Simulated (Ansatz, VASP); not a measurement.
Hf in VASP and in Ansatz

INCAR

```
  PREC = Accurate
  ENCUT = 520
  EDIFF = 1E-6
  ISMEAR = -1
  SIGMA = 0.1
  LREAL = False
  LASPH = True
  NELM = 100
  ALGO = Normal
  ISIF = 2
  LWAVE = False
  LCHARG = False
  GGA = PS
  NBANDS = 11
```

Contents of KPOINTS:

```
regular mesh
0
Gamma
  12 12 12
```

The input POSCAR:

```
Hf
1.0
    2.9402027278      0.0000000000      0.0000000000
    0.0000000000      2.9402027278      0.0000000000
    0.0000000000      0.0000000000      2.9402027278
Hf
1
Direct
    0.0000000000      0.0000000000      0.0000000000
```

Input for Ansatz:

```yaml
crystal:
  lattice:
    - [2.9402027278, 0.0, 0.0]
    - [0.0, 2.9402027278, 0.0]
    - [0.0, 0.0, 2.9402027278]
  atoms:
    - { symbol: Hf, position: [0.0, 0.0, 0.0] }
hamiltonian:
  xc: pbesol
  pseudopotentials:
    kind: paw
    azcp:
      Hf: "pseudopotentials/Hf.paw.azcp"
basis:
  ecutwfc: 420
  fft_grid_basis: typed
kpoints:
  mp_grid: { grid: [12, 12, 12], shift: [0, 0, 0] }
magnetization:
  spin_polarized: false
scf:
  occupations: { method: fermi_dirac, width: 0.1 }
  lower_state_search: "off"
output:
  stress: true
```

Alike in both runs: task single point; functional PBEsol; k mesh 12 × 12 × 12; occupations fermi-dirac, width 0.1 eV; no spin polarisation.

|  | VASP | Ansatz |
| --- | --- | --- |
| version | VASP 6.6.1 | Ansatz 0.2.0 |
| potentials or method | VASP PAW PBE potentials, release 64 (Hf_pv), cutoff 520 eV | plane waves (420 eV) with PAW, scalar-relativistic |
| valence electrons in the cell | 10 | 26 |

|  | VASP | Ansatz | Ansatz less VASP |
| --- | --- | --- | --- |
| pressure (GPa) | -5.4 | -5.2 | +0.23 |

VASP's potentials were made for PBE, not for PBEsol, and Ansatz warns of the same on its side. VASP's potentials hold 10 valence electrons a cell and Ansatz's 26, so a difference there can come from the potentials and not from the codes.

Neither program's run includes spin-orbit coupling.
